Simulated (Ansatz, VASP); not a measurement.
# CaF2: VASP beside Ansatz

File INCAR:

```
SYSTEM = CaF2
PREC     = Accurate       ! precision mode
ENCUT    = 600            ! plane-wave cutoff, eV
EDIFF    = 1E-6           ! SCF threshold, eV
ISMEAR   = -1             ! smearing method
SIGMA    = 0.02           ! smearing width, eV
LREAL    = .FALSE.        ! projectors in reciprocal space
LASPH    = .TRUE.         ! aspherical terms in the spheres
NELM     = 120            ! most SCF steps
ALGO     = Normal         ! electronic algorithm
ISIF     = 2              ! what is computed and relaxed
LWAVE    = .FALSE.        ! write WAVECAR
LCHARG   = .FALSE.        ! write CHGCAR
GGA      = PE             ! functional
NBANDS   = 19             ! bands
GGA_COMPAT= .FALSE.
```

Contents of KPOINTS:

```
Automatic mesh
0
G
  8 8 8
  0 0 0
```

Contents of POSCAR:

```
CaF2
1.0
    0.0000000000      2.7195929739      2.7195929739
    2.7195929739      0.0000000000      2.7195929739
    2.7195929739      2.7195929739      0.0000000000
Ca F
1 2
Direct
    0.0000000000      0.0000000000      0.0000000000
    0.2500000000      0.2500000000      0.2500000000
    0.7500000000      0.7500000000      0.7500000000
```

Input for Ansatz:

```yaml
crystal:
  lattice:
    - [0.0, 2.7195929739, 2.7195929739]
    - [2.7195929739, 0.0, 2.7195929739]
    - [2.7195929739, 2.7195929739, 0.0]
  atoms:
    - { symbol: Ca, position: [0.0, 0.0, 0.0] }
    - { symbol: F, position: [0.25, 0.25, 0.25] }
    - { symbol: F, position: [0.75, 0.75, 0.75] }
kpoints:
  mp_grid: { grid: [8, 8, 8] }
  band_path:
    path:
      - [0.0, 0.0, 0.0]
      - [0.5, 0.0, 0.5]
      - [0.625, 0.25, 0.625]
      - [0.375, 0.375, 0.75]
      - [0.5, 0.5, 0.5]
      - [0.5, 0.25, 0.75]
      - [0.0, 0.5, 0.5]
    npoints: 1
hamiltonian:
  xc: pbe
scf:
  occupations: { method: fermi_dirac, width: 0.02 }
  n_extra_bands: 4
output:
  forces: true
  stress: true
  eigenvalues: true
```

Alike in both runs: task single point; functional PBE; k mesh 8 × 8 × 8; occupations fermi-dirac, width 0.02 eV; no spin polarisation.

```csv
,VASP,Ansatz
version,VASP 6.6.1,Ansatz 0.2.0
potentials or method,"VASP PAW PBE potentials, release 64 (Ca_sv, F)","plane waves, PAW"
plane-wave cutoff (eV),600,420
valence electrons in the cell,24,24
```

Ansatz gave:

| Quantity | Value |
| --- | --- |
| gap on the k mesh at the Fermi level (eV) | 7.38 |
| pressure (GPa) | 3.3 |

Which values does VASP return?

gap on the k mesh at the Fermi level (eV): 7.36; pressure (GPa): 3.6.
